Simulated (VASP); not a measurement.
Wanted: the native input for a VASP 6.6.1 run.

| Property | Result |
| --- | --- |
| Task | single point |
| Functional | r2SCAN |
| Potentials or basis | VASP PAW PBE potentials, release 64 (Hf_pv, N) |
| Cutoff | 520 eV |
| k mesh | 18 × 18 × 18 |
| Occupations | gaussian, width 0.15 eV |
| Spin | no spin polarisation |
| Dipole correction | no |
| Further INCAR settings | ALGO = Normal; EDIFF = 1e-07; NBANDS = 14 |

The system is HfN.

```
Hf N
1.0
     0.00000    2.27029    2.25900
     2.27029    0.00000    2.25900
     2.27029    2.27029    0.00000
Hf N
1 1
Direct
  0.00000 0.00000 0.00000
  0.50000 0.50000 0.50000
```

This cell differs from its parent crystal: strain +0.0050 x Voigt [1, 1, 0, 0, 0, 0].

One way to write it, as run:

POSCAR

```
HfN
1.0
    0.0000000000      2.2702950000      2.2590000000
    2.2702950000      0.0000000000      2.2590000000
    2.2702950000      2.2702950000      0.0000000000
Hf N
1 1
Direct
    0.0000000000      0.0000000000      0.0000000000
    0.5000000000      0.5000000000      0.5000000000
```

INCAR.step1

```
SYSTEM = HfN
ALGO = Normal ; EDIFF = 1E-4
ENCUT = 520 ; GGA = PE
ISMEAR = 0 ; LASPH = .True.
LCHARG = .False. ; LREAL = .False.
LWAVE = .True. ; NBANDS = 14
NELM = 60 ; PREC = Accurate
SIGMA = 0.15
```

INCAR.step2

```
SYSTEM = HfN
ALGO = Normal ; EDIFF = 1E-7
ENCUT = 520 ; ISIF = 2
ISMEAR = 0 ; ISTART = 1
LASPH = .True. ; LCHARG = .True.
LELF = .True. ; LMIXTAU = .True.
LREAL = .False. ; LVHAR = .True.
LWAVE = .False. ; METAGGA = R2SCAN
NBANDS = 14 ; NELM = 60
PREC = Accurate ; SIGMA = 0.15
```

KPOINTS

```
k-points
0
Gamma
  18 18 18
  0 0 0
```

Potentials or basis: VASP PAW PBE potentials, release 64 (Hf_pv, N).

Launch:

```bash
$ cat potpaw_PBE.64/Hf_pv/POTCAR potpaw_PBE.64/N/POTCAR > POTCAR
$ cp INCAR.step1 INCAR
$ mpirun -np 1 vasp_std > vasp.out
$ cp INCAR.step2 INCAR
$ mpirun -np 1 vasp_std > vasp.out
```

It gave:

```json
{"Pressure": "-4.0 GPa", "Band gap on the k mesh": "zero (an odd number of electrons rules out a gap without spin polarisation)"}
```

Caveat: the cell differs from its parent crystal (strain +0.0050 x Voigt [1, 1, 0, 0, 0, 0]); the cell stands under tension; the PAW data sets were made with another functional, which shifts forces and pressure a little; spin-orbit coupling is left out, which moves the levels of the heavy elements; an odd number of electrons without spin polarisation forces a metal; a magnetic or distorted state may lie lower.

Wall time 8.9 min on 1 thread of Intel(R) Xeon(R) Platinum 8259CL CPU @ 2.50GHz (Skylake/Cascade Lake) (shared host), peak memory 0.28 GiB.
